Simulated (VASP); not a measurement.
Wanted: the native input for a VASP 6.6.1 run.

| Property | Result |
| --- | --- |
| Task | single point |
| Functional | B3LYP |
| Potentials or basis | VASP PAW PBE potentials, release 64 (Au) |
| Cutoff | 520 eV |
| k mesh | 6 × 6 × 6 |
| Occupations | fermi-dirac, width 0.05 eV |
| Spin | no spin polarisation |
| Dipole correction | no |
| Grid for exact exchange (PRECFOCK) | Normal |
| Further INCAR settings | ALGO = Normal; EDIFF = 1e-07; NBANDS = 12 |
| Share of exact exchange | 0.2 |

The system is Au.

```
CELL_PARAMETERS angstrom
0.00000 2.00750 2.00750
2.00750 0.00000 2.00750
2.00750 2.00750 0.00000
ATOMIC_POSITIONS crystal
Au 0.00000 0.00000 0.00000
```

These files were run (other wordings do the same):

POSCAR

```
Au
1.0
    0.0000000000      2.0074966285      2.0074966285
    2.0074966285      0.0000000000      2.0074966285
    2.0074966285      2.0074966285      0.0000000000
Au
1
Direct
    0.0000000000      0.0000000000      0.0000000000
```

INCAR.step1

```
SYSTEM = Au
ALGO = Normal ; EDIFF = 1E-5
ENCUT = 520 ; GGA = PE
ISIF = 2 ; ISMEAR = -1
LASPH = .TRUE. ; LREAL = .FALSE.
LWAVE = .TRUE. ; NBANDS = 12
NELM = 100 ; PREC = Accurate
SIGMA = 0.05
```

INCAR.step2

```
SYSTEM = Au
AEXX = 0.2 ; AGGAC = 0.81
AGGAX = 0.72 ; ALDAC = 0.19
ALGO = Normal ; EDIFF = 1E-7
ENCUT = 520 ; GGA = B3
ISIF = 2 ; ISMEAR = -1
ISTART = 1 ; LASPH = .TRUE.
LCHARG = .TRUE. ; LELF = .TRUE.
LHFCALC = .TRUE. ; LREAL = .FALSE.
LVHAR = .TRUE. ; LWAVE = .FALSE.
NBANDS = 12 ; NELM = 100
PREC = Accurate ; PRECFOCK = Normal
SIGMA = 0.05
```

KPOINTS

```
k-points
0
G
  6 6 6
  0 0 0
```

Potentials or basis: VASP PAW PBE potentials, release 64 (Au).

The run is started by

```console
$ cat potpaw_PBE.64/Au/POTCAR > POTCAR
$ cp INCAR.step1 INCAR
$ mpirun -np 1 vasp_std > vasp.out
$ cp INCAR.step2 INCAR
$ mpirun -np 1 vasp_std > vasp.out
```

Results of the run:

```json
{"Pressure": "29.9 GPa", "Band gap on the k mesh": "zero (an odd number of electrons rules out a gap without spin polarisation)"}
```

Caveat: the k points lie up to 0.45 Å⁻¹ apart, too coarse for converged energies and pressures of a metal; the PAW data sets were made with another functional, which shifts forces and pressure a little; spin-orbit coupling is left out, which moves the levels of the heavy elements.

Run time: 5.3 min on 1 thread of AMD EPYC 9R45 96-Core Processor (Zen 5) (shared host), peak memory 0.13 GiB.
